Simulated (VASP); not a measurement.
Mo: single point with PBEsol

The system is Mo, a slab with vacuum.

```
Mo
1.0
     2.71006    0.00000    0.00000
    -0.90335    2.55507    0.00000
     0.00000    0.00000   23.85102
Mo
5
Direct
  0.50000 0.50000 0.31837
  0.00000 0.00000 0.40675
  0.50000 0.50000 0.50000
  0.00000 0.00000 0.59325
  0.50000 0.50000 0.68163
```

- Program: VASP 6.6.1
- Task: single point
- Functional: PBEsol
- Potentials or basis: VASP PAW PBE potentials, release 64 (Mo_sv)
- Cutoff: 520 eV
- k mesh: 13 × 13 × 1
- Occupations: gaussian, width 0.1 eV
- Spin: no spin polarisation

```yaml
Largest_force: 0.033 eV/Å
Band_gap_on_the_k_mesh: zero (bands 35 and 36 overlap by 2.30 eV)
```

Forces on the atoms (eV/Å):
```
Mo   0.000  0.000 -0.033
Mo   0.000  0.000  0.007
Mo   0.000  0.000  0.000
Mo   0.000  0.000 -0.007
Mo   0.000  0.000  0.033
```

Levels at points of the mesh, in eV from the Fermi level:
```csv
k point,band 33,band 34,band 35,band 36,band 37,band 38
"(0.00, 0.00, 0.00)",-1.33,-1.24,-0.94,-0.41,0.50,1.09
```

Run time: 5.2 min on 1 thread of Intel(R) Xeon(R) 6975P-C (Granite Rapids) (shared host), peak memory 0.4 GiB.

Caveat: the PAW data sets were made with another functional, which shifts forces and pressure a little.
